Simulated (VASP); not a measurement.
A run of VASP 6.6.1:

Contents of INCAR:

```
SYSTEM = SiC
  PREC = Accurate
  ENCUT = 520
  EDIFF = 1E-7
  ISMEAR = 0
  SIGMA = 0.1
  LREAL = .False.
  LASPH = .True.
  NELM = 80
  ALGO = Normal
  ISIF = 2
  LWAVE = .False.
  LCHARG = .False.
  GGA = PE
  NBANDS = 16
```

The input KPOINTS:

```
regular mesh
0
Gamma
  6 6 4
  0 0 0
```

POSCAR

```
SiC
1.0
    3.0917664104      0.0000000000      0.0000000000
   -1.5458832052      2.6775482539      0.0000000000
    0.0000000000      0.0000000000      5.0740211710
Si C
2 2
Direct
    0.3333333333      0.6666666667      0.0045635315
    0.6666666667      0.3333333333      0.5045635315
    0.3333333333      0.6666666667      0.3804364685
    0.6666666667      0.3333333333      0.8804364685
```

Potentials or basis: VASP PAW PBE potentials, release 64 (Si, C).

Run with:

```bash
$ cat potpaw_PBE.64/Si/POTCAR potpaw_PBE.64/C/POTCAR > POTCAR
$ mpirun -np 1 vasp_std > vasp.out
```

Hardware: 1 thread of Intel(R) Xeon(R) Platinum 8375C CPU @ 2.90GHz (Ice Lake), on a shared host.

Estimate the wall time of this run.

Wall time 10 s on 1 thread of Intel(R) Xeon(R) Platinum 8375C CPU @ 2.90GHz (Ice Lake) (shared host), peak memory 0.15 GiB. Counts: scf iterations 14, k points 21.
